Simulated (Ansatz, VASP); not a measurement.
# SiC: VASP beside Ansatz

```
CELL_PARAMETERS angstrom
3.19559 0.00000 0.00000
0.00000 3.19559 0.00000
0.00000 0.00000 4.45501
ATOMIC_POSITIONS crystal
Si 0.00000 0.50000 0.26793
Si 0.50000 0.00000 0.73207
C 0.00000 0.00000 0.00000
C 0.50000 0.50000 0.00000
```

Alike in both runs: functional r2SCAN; k mesh 14 × 14 × 10; occupations gaussian, width 0.1 eV; no spin polarisation.

Ansatz relaxed the structure, and its values are those at the end. VASP's run is a single point on that final structure, the one shown.

```csv
,VASP,Ansatz
version,VASP 6.6.1,Ansatz 0.2.0
potentials or method,"VASP PAW PBE potentials, release 64 (Si, C), cutoff 520 eV","scalar-relativistic, plane waves, PAW"
valence electrons in the cell,16,16
```

|  | VASP | Ansatz | Ansatz less VASP |
| --- | --- | --- | --- |
| gap on the k mesh at the Fermi level (eV) | none | none | - |
| pressure (GPa) | 0.1 | 0.0 | -0.09 |

VASP's potentials were made for PBE, not for r2SCAN. A gap of «none» marks a metal or a gap that the smearing closes. With one functional, cell and mesh, what is left measures potentials, basis and numerics.
